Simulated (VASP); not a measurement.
# Si (Fmmm) in VASP: notebook

Si is run at these levels: r2SCAN; tasks: single point.

Program: VASP 6.6.1. These are calculated values, not measurements. Logs are shortened: lines on timing, memory, paths and dates and some standing lists are left out, and cuts for length are marked.

## 1. The cell of the first run

The structure is orthorhombic, space group Fmmm (No. 69). The conventional cell has a = 4.877 Å, b = 5.355 Å, c = 9.348 Å, α = 90.00°, β = 90.00°, γ = 90.00°. Within 3.7 Å of Si (site symmetry mm2) lie 16 Si at 2.50 to 3.62 Å. Si (site symmetry m2m) has 8 Si at 2.44 to 2.92 Å within 3.2 Å.

## 2. Single point, r2SCAN

POSCAR

```
Si
1.0
    0.0000000000      2.6775142151      4.6739943955
    2.4383097482      0.0000000000      4.6739943955
    2.4383097482      2.6775142151      0.0000000000
Si
4
Direct
    0.2202307000      0.2202307000      0.7797693000
    0.7797693000      0.7797693000      0.2202307000
    0.2726057200      0.7273942800      0.2726057200
    0.7273942800      0.2726057200      0.7273942800
```

INCAR.step1

```
PREC = Accurate
ENCUT = 520
ISMEAR = -1
SIGMA = 0.05
LREAL = F
LASPH = T
NELM = 100
NBANDS = 16
GGA = PE
ALGO = Normal
EDIFF = 1E-4
LWAVE = T
LCHARG = F
```

INCAR.step2

```
PREC = Accurate
ENCUT = 520
EDIFF = 1E-7
ISMEAR = -1
SIGMA = 0.05
LREAL = F
LASPH = T
NELM = 100
ALGO = Normal
ISIF = 2
LWAVE = F
LCHARG = F
METAGGA = R2SCAN
LMIXTAU = T
NBANDS = 16
ISTART = 1
```

KPOINTS

```
regular mesh
0
Gamma
  8 8 8
```

Potentials or basis: VASP PAW PBE potentials, release 64 (Si).

The run is started by

```sh
$ cat potpaw_PBE.64/Si/POTCAR > POTCAR
$ cp INCAR.step1 INCAR
$ mpirun -np 1 vasp_std > vasp.out
$ cp INCAR.step2 INCAR
$ mpirun -np 1 vasp_std > vasp.out
```

OUTCAR:

```text
PREC = Accurate
   ENCUT = 520
   EDIFF = 1E-7
   ISMEAR = -1
   LREAL = F
   LASPH = T
   NELM = 100
   ISIF = 2
   METAGGA = R2SCAN
   ISTART = 1

 ion  position               nearest neighbor table
   1  0.220  0.220  0.780-   2 2.50   2 2.50   3 2.52   4 2.52   2 2.73   2 2.73   4 2.88   3 2.88

   2  0.780  0.780  0.220-   1 2.50   1 2.50   3 2.52   4 2.52   1 2.73   1 2.73   4 2.88   3 2.88

   3  0.273  0.727  0.273-   4 2.44   4 2.45   4 2.45   2 2.52   1 2.52   1 2.88   2 2.88   4 2.92

   4  0.727  0.273  0.727-   3 2.44   3 2.45   3 2.45   2 2.52   1 2.52   2 2.88   1 2.88   3 2.92

  LATTYP: Found a face centered orthorhombic cell.
 ALAT       =     4.8766194964
 B/A-ratio  =     1.0981025758
 C/A-ratio  =     1.9168993599

  Lattice vectors:

 A1 = (   0.0000000000,   2.6775142151,   4.6739943955)
 A2 = (   2.4383097482,   0.0000000000,   4.6739943955)
 A3 = (   2.4383097482,   2.6775142151,   0.0000000000)

Analysis of symmetry for initial positions (statically):
=====================================================================
 Subroutine PRICEL returns:
 Original cell was already a primitive cell.

 Routine SETGRP: Setting up the symmetry group for a
 face centered orthorhombic supercell.

 Subroutine GETGRP returns: Found  8 space group operations
 (whereof  8 operations were pure point group operations)
 out of a pool of  8 trial point group operations.

The static configuration has the point symmetry D_2h.

Analysis of symmetry for dynamics (positions and initial velocities):
=====================================================================
 Subroutine PRICEL returns:
 Original cell was already a primitive cell.

 Routine SETGRP: Setting up the symmetry group for a
 face centered orthorhombic supercell.

 Subroutine GETGRP returns: Found  8 space group operations
 (whereof  8 operations were pure point group operations)
 out of a pool of  8 trial point group operations.

The dynamic configuration has the point symmetry D_2h.

 Subroutine INISYM returns: Found  8 space group operations
 (whereof  8 operations are pure point group operations),
 and found     1 'primitive' translations

----------------------------------------------------------------------------------------

                                     Primitive cell

  volume of cell :      61.0294

[... 91 lines left out ...]
   NELM   =    100;   NELMIN=  2; NELMDL=  0     # of ELM steps
   EDIFF  = 0.1E-06   stopping-criterion for ELM
   LREAL  =      F    real-space projection
   EDIFFG = 0.1E-05   stopping-criterion for IOM
   NSW    =      0    number of steps for IOM
   IBRION =     -1    ionic relax: 0-MD 1-quasi-New 2-CG
   NFREE  =      0    steps in history (QN), initial steepest desc. (CG)
   ISIF   =      2    stress and relaxation
   ISYM   =      2    0-nonsym 1-usesym 2-fastsym
   POTIM  = 0.5000    time-step for ionic-motion
   TEBEG  =    0.0;   TEEND  =   0.0 temperature during run
   PSTRESS=    0.0 pullay stress
   NELECT =      16.0000    total number of electrons
   NUPDOWN=      -1.0000    fix difference up-down
   EMIN   =  10.00;   EMAX   =-10.00  energy-range for DOS
   EFERMI =   0.00;   METHOD = LEGACY
   ISMEAR =    -1;   SIGMA  =   0.05  broadening in eV -4-tet -1-fermi 0-gaus
   EFERMI_NEDOS =   21; number of points for ismear=-14 and -15
   IALGO  =     38    algorithm
   IMIX   =      4    mixing-type and parameters
     AMIX     =   0.40;   BMIX     =  1.00
     AMIX_MAG =   1.60;   BMIX_MAG =  1.00
  volume/ion in A,a.u.               =      15.26       102.96
  Fermi-wavevector in a.u.,A,eV,Ry     =   1.047776  1.980010 14.936953  1.097835
  Thomas-Fermi vector in A             =   2.182670
   LORBIT       =      0    0 simple, 1 ext, 2 COOP (PROOUT), +10 PAW based schemes
   METAGGA = R2SCAN    functional components
   LHFCALC =     F    Hartree Fock is set to
   AEXX    =    0.0000 exact exchange contribution
   IVDW    =     0    specifies the selected vdW correction
   LEPSILON=     F    determine dielectric tensor
   LRPA    =     F    only Hartree local field effects (RPA)
 non-spin polarized calculation
  energy-cutoff  :      520.00
  volume of cell :       61.03
 maximum number of plane-waves:      1654
   NGX = 19   NGY = 19   NGZ = 13

 number of electron      16.0000000 magnetization

 Free energy of the ion-electron system (eV)
  ---------------------------------------------------
  ext. energy  EPLUGINS =         0.00000000
  ---------------------------------------------------
  free energy    TOTEN  =       -33.33063870 eV

  energy without entropy =      -33.31821958  energy(sigma->0) =      -33.32442914

 E-fermi :   9.1288     XC(G=0): -11.4820

 val. band max:        9.1227689587   @ k =   0.5000   0.5000   0.0000
 cond. band min:       9.1499631498   @ k =   0.5000  -0.3750   0.1250
 fundamental gap:      0.0271941911
 Fermi energy:         9.1288203725

 k-point     1 :       0.0000    0.0000    0.0000
  band No.  band energies     occupation
      1      -5.3467      2.00000
      2       1.0323      2.00000
      3       2.0371      2.00000
      4       6.2032      2.00000
      5       6.6632      2.00000
      6       6.7160      2.00000
[... 433 lines left out ...]
      3       1.4464      2.00000
      4       2.2083      2.00000
      5       4.9742      2.00000
      6       6.5870      2.00000
[... 8 lines left out ...]
     15      16.7500      0.00000
     16      17.2014      0.00000

 [... further k-points ...]

------------------------ aborting loop because EDIFF is reached ----------------------------------------

  FORCE on cell =-STRESS in cart. coord.  units (eV):
  Direction    XX          YY          ZZ          XY          YZ          ZX
  --------------------------------------------------------------------------------------
  -------------------------------------------------------------------------------------
  Total        0.1113132      0.2387831     -0.1384382      0.0000000      0.0000000      0.0000000
  in kB        2.9222562      6.2686687     -3.6343587      0.0000000      0.0000000      0.0000000
  external PRESSURE =       1.8521887 kB  Pullay stress =       0.0000000 kB

 VOLUME and BASIS-vectors are now :
 -----------------------------------------------------------------------------
  energy-cutoff  :      520.00
  volume of cell :       61.03
      direct lattice vectors                 reciprocal lattice vectors
     0.000000000  2.677514215  4.673994396    -0.205060083  0.186740372  0.106974882
     2.438309748  0.000000000  4.673994396     0.205060083 -0.186740372  0.106974882
     2.438309748  2.677514215  0.000000000     0.205060083  0.186740372 -0.106974882

 POSITION                                       TOTAL-FORCE (eV/Angst)
 -----------------------------------------------------------------------------------
      2.43831      2.67751      2.05871         0.000000     -0.000000      0.038050
      2.43831      2.67751      7.28927         0.000000     -0.000000     -0.038050
      2.43831      1.45981      4.67399         0.000000     -0.039146     -0.000000
      2.43831      3.89522      4.67399         0.000000      0.039146     -0.000000
 -----------------------------------------------------------------------------------
    total drift:                               -0.000000      0.000000     -0.000000

  FREE ENERGIE OF THE ION-ELECTRON SYSTEM (eV)
  ---------------------------------------------------
  free  energy   TOTEN  =       -33.3306386988 eV

  energy  without entropy=      -33.3182195847  energy(sigma->0) =      -33.32442914
```

Run time: 4.1 min. Hardware: 1 thread of AMD EPYC 9R45 (Zen 5), shared host; peak memory 0.21 GiB.

Results:

```yaml
Free_energy: -33.3306 eV
Pressure: 0.2 GPa
Largest_force: 0.039 eV/Å
Band_gap_on_the_k_mesh: zero (bands 8 and 9 overlap by 3.86 eV)
```

Forces in eV/Å, atoms in the order of the input:
```
Si   0.000  0.000  0.038
Si   0.000  0.000 -0.038
Si   0.000 -0.039  0.000
Si   0.000  0.039  0.000
```

Stress tensor (GPa, compression positive):
```
 0.29  0.00  0.00
 0.00  0.63  0.00
 0.00  0.00 -0.36
```

Caveat: the PAW data sets were made with another functional, which shifts forces and pressure a little.

## 3. Single point, r2SCAN

This run uses another cell than the first one, of 15.56 Å³/atom.

POSCAR

```
Si
1.0
    0.0000000000      2.6949011582      4.7043458589
    2.4541433721      0.0000000000      4.7043458589
    2.4541433721      2.6949011582      0.0000000000
Si
4
Direct
    0.2202307000      0.2202307000      0.7797693000
    0.7797693000      0.7797693000      0.2202307000
    0.2726057200      0.7273942800      0.2726057200
    0.7273942800      0.2726057200      0.7273942800
```

INCAR.step1

```
ALGO = Normal
EDIFF = 1E-4
ENCUT = 520
GGA = PE
ISMEAR = -1
LASPH = True
LCHARG = False
LREAL = False
LWAVE = True
NBANDS = 16
NELM = 100
PREC = Accurate
SIGMA = 0.05
```

INCAR.step2

```
ALGO = Normal
EDIFF = 1E-6
ENCUT = 520
ISIF = 2
ISMEAR = -1
ISTART = 1
LASPH = True
LCHARG = True
LELF = True
LMIXTAU = True
LREAL = False
LVHAR = True
LWAVE = False
METAGGA = R2SCAN
NBANDS = 16
NELM = 100
PREC = Accurate
SIGMA = 0.05
```

KPOINTS

```
k-points
0
Gamma
  8 8 8
```

Potentials or basis: VASP PAW PBE potentials, release 64 (Si).

The run is started by

```sh
$ cat potpaw_PBE.64/Si/POTCAR > POTCAR
$ cp INCAR.step1 INCAR
$ mpirun -np 1 vasp_std > vasp.out
$ cp INCAR.step2 INCAR
$ mpirun -np 1 vasp_std > vasp.out
```

Run time: 3.1 min. Hardware: 1 thread of AMD EPYC 9R45 (Zen 5), shared host; peak memory 0.21 GiB.

Results (log left out):

```
Free energy            : -33.3243 eV
Pressure               : -1.9 GPa
Largest force          : 0.032 eV/Å
Band gap on the k mesh : zero (bands 8 and 9 overlap by 3.77 eV)
```

Forces on the atoms (eV/Å):
```
Si   0.000  0.000  0.000
Si   0.000  0.000  0.000
Si   0.000 -0.032  0.000
Si   0.000  0.032  0.000
```

Stress tensor (GPa, compression positive):
```
-1.86  0.00  0.00
 0.00 -1.50  0.00
 0.00  0.00 -2.24
```

Levels at points of the mesh, in eV from the Fermi level:
```tsv
k point	band 6	band 7	band 8	band 9	band 10	band 11
(0.00, 0.00, 0.00)	-2.37	-2.00	-1.98	-1.43	1.67	2.28
(0.50, 0.00, 0.00)	-1.48	-1.29	0.35	0.43	0.56	3.30
(0.50, 0.50, 0.00)	-2.49	0.00	1.07	1.88	2.93	2.96
(0.50, 0.00, 0.50)	-5.23	-3.09	-2.62	-2.02	-1.69	5.33
(0.00, 0.50, 0.50)	-6.58	-2.62	-2.17	-1.86	1.72	4.74
```

Caveat: the PAW data sets were made with another functional, which shifts forces and pressure a little.

The gap in the log of VASP goes by the Fermi energy; the results here count the filled bands.